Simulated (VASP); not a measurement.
A run of VASP 6.6.1 is set up as follows.

The input INCAR:

```
SYSTEM = CdAg
ALGO     = Normal         ! electronic algorithm
EDIFF    = 1E-8           ! SCF threshold, eV
ENCUT    = 520            ! plane-wave cutoff, eV
GGA      = CA             ! functional
IBRION   = 8              ! ionic algorithm
ISIF     = 2              ! what is computed and relaxed
ISMEAR   = -1             ! smearing method
LASPH    = .True.         ! aspherical terms in the spheres
LCHARG   = .False.        ! write CHGCAR
LREAL    = .False.        ! projectors in reciprocal space
LWAVE    = .False.        ! write WAVECAR
NELM     = 80             ! most SCF steps
NSW      = 1              ! ionic steps
PREC     = Accurate       ! precision mode
SIGMA    = 0.15           ! smearing width, eV
```

The input KPOINTS:

```
k-points
0
Gamma
  14 14 14
  0 0 0
```

Contents of POSCAR:

```
CdAg
1.0
    3.2367801677      0.0000000000      0.0000000000
    0.0000000000      3.2367801677      0.0000000000
    0.0000000000      0.0000000000      3.2367801677
Cd Ag
1 1
Direct
    0.5000000000      0.5000000000      0.5000000000
    0.0000000000      0.0000000000      0.0000000000
```

Potentials or basis: VASP PAW LDA potentials, release 64 (Cd, Ag).

The run is started by

```console
$ cat potpaw_LDA.64/Cd/POTCAR potpaw_LDA.64/Ag/POTCAR > POTCAR
$ mpirun -np 1 vasp_std > vasp.out
```

**Question.** Estimate the highest phonon frequency at Γ.

**Answer.** 158 cm⁻¹.

Phonon frequencies in cm⁻¹ (negative: imaginary):
```tsv
q point	frequencies
(0.000, 0.000, 0.000)	0 0 0 158 158 158
```

Caveat: the cell stands under pressure or tension, which shifts response properties.
